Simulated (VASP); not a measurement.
Input of a VASP 6.6.1 run:

INCAR

```
SYSTEM = Tc
PREC = Accurate
ENCUT = 500
EDIFF = 1E-6
ISMEAR = 0
SIGMA = 0.05
LREAL = .FALSE.
LASPH = .TRUE.
NELM = 120
ALGO = Normal
ISIF = 2
LWAVE = .FALSE.
LCHARG = .TRUE.
GGA = PE
LELF = .TRUE.
LVHAR = .TRUE.
NBANDS = 12
GGA_COMPAT = .FALSE.
```

The input KPOINTS:

```
regular mesh
0
G
  10 10 10
  0 0 0
```

The input POSCAR:

```
Tc
1.0
   -1.5401792770      1.5401792770      1.5401792770
    1.5401792770     -1.5401792770      1.5401792770
    1.5401792770      1.5401792770     -1.5401792770
Tc
1
Direct
    0.0000000000      0.0000000000      0.0000000000
```

Potentials or basis: VASP PAW PBE potentials, release 64 (Tc_pv).

The run is started by

```bash
$ cat potpaw_PBE.64/Tc_pv/POTCAR > POTCAR
$ mpirun -np 1 vasp_std > vasp.out
```

Q: What does it give for the pressure?

A: -0.8 GPa.
